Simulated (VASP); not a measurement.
Al: single point with PBE

The system is Al.

```
Al
1.0
     0.00000    2.02073    2.02073
     2.02073    0.00000    2.02073
     2.02073    2.02073    0.00000
Al
1
Direct
  0.00000 0.00000 0.00000
```

| Quantity | Value |
| --- | --- |
| Program | VASP 6.6.1 |
| Task | single point |
| Functional | PBE |
| Potentials or basis | VASP PAW PBE potentials, release 64 (Al) |
| Cutoff | 520 eV |
| k mesh | 18 × 18 × 18 |
| Occupations | gaussian, width 0.1 eV |
| Spin | no spin polarisation |
| Dipole correction | no |
| Further INCAR settings | ALGO = Normal; EDIFF = 1e-06; NBANDS = 8 |

- Pressure: 0.0 GPa

Levels at points of the mesh, in eV from the Fermi level:
| k point | band 1 | band 2 | band 3 | band 4 | band 5 | band 6 |
| --- | --- | --- | --- | --- | --- | --- |
| (0.00, 0.00, 0.00) | -11.12 | 12.63 | 12.63 | 12.63 | 14.12 | 14.12 |
| (0.50, 0.00, 0.00) | -4.58 | -4.37 | 11.42 | 11.42 | 11.47 | 11.47 |
| (0.50, 0.50, 0.00) | -2.91 | -1.59 | 5.27 | 5.60 | 5.60 | 9.08 |

It took 27 s on 1 thread of Intel Xeon 8259CL, with other jobs on the host, peak memory 0.14 GiB.
